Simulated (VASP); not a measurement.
Set up this calculation in VASP 6.6.1, as the native input.

```yaml
Task: single point
Functional: PBE
Potentials_or_basis: VASP PAW PBE potentials, release 64 (Sr_sv, Br)
Cutoff: 520 eV
k_mesh: 12 × 12 × 6
Occupations: gaussian, width 0.1 eV
Spin: no spin polarisation
Dipole_correction: no
Further_INCAR_settings: ALGO = Normal; EDIFF = 1e-06; NBANDS = 25
```

The structure of SrBr lies in POSCAR:

```
SrBr
1.0
    4.3008655402      0.0000000000      0.0000000000
   -2.1504327700      3.7246588160      0.0000000000
    0.0000000000      0.0000000000      9.2813418515
Sr Br
2 2
Direct
    0.3333333300      0.6666666700      0.3436136966
    0.6666666700      0.3333333300      0.8436136966
    0.3333333300      0.6666666700      0.0313863034
    0.6666666700      0.3333333300      0.5313863034
```

This cell differs from its parent crystal: Ca replaced by Sr, lengths x 1.039, strained.

These files were run (other wordings do the same):

INCAR

```
SYSTEM = SrBr
  PREC = Accurate
  ENCUT = 520
  EDIFF = 1E-6
  ISMEAR = 0
  SIGMA = 0.1
  LREAL = .False.
  LASPH = .True.
  NELM = 100
  ALGO = Normal
  ISIF = 2
  LWAVE = .False.
  LCHARG = .True.
  GGA = PE
  LELF = .True.
  LVHAR = .True.
  NBANDS = 25
```

KPOINTS

```
regular mesh
0
Gamma
  12 12 6
  0 0 0
```

Potentials or basis: VASP PAW PBE potentials, release 64 (Sr_sv, Br).

The run is started by

```sh
$ cat potpaw_PBE.64/Sr_sv/POTCAR potpaw_PBE.64/Br/POTCAR > POTCAR
$ mpirun -np 1 vasp_std > vasp.out
```

It gave:

| Property | Result |
| --- | --- |
| Pressure | 4.1 GPa |
| Largest force | 0.293 eV/Å |
| Band gap on the k mesh | zero (bands 17 and 18 overlap by 1.37 eV) |

Caveat: the cell differs from its parent crystal (Ca replaced by Sr, lengths x 1.039, strained); the cell stands under pressure.

Run time: 2.3 min on 1 thread of Intel(R) Xeon(R) Platinum 8488C (Sapphire Rapids), with other jobs on the host, peak memory 0.42 GiB.
